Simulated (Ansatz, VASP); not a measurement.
# Y: VASP beside Ansatz

```
Y
1.0
     0.00000    2.53354    2.53354
     2.53354    0.00000    2.53354
     2.53354    2.53354    0.00000
Y
1
Direct
  0.00000 0.00000 0.00000
```

Alike in both runs: functional PBE; k mesh 14 × 14 × 14; occupations fermi-dirac, width 0.08 eV; no spin polarisation.

Ansatz relaxed the structure, and its values are those at the end. VASP's run is a single point on that final structure, the one shown.

|  | VASP | Ansatz |
| --- | --- | --- |
| version | VASP 6.6.1 | Ansatz 0.2.0 |
| potentials or method | VASP PAW PBE potentials, release 64 (Y_sv) | PAW with Ansatz's default frozen-core files, scalar-relativistic |
| plane-wave cutoff (eV) | 520 | 420 |
| valence electrons in the cell | 11 | 11 |

|  | VASP | Ansatz | Ansatz less VASP |
| --- | --- | --- | --- |
| pressure (GPa) | -0.1 | 0.0 | +0.14 |
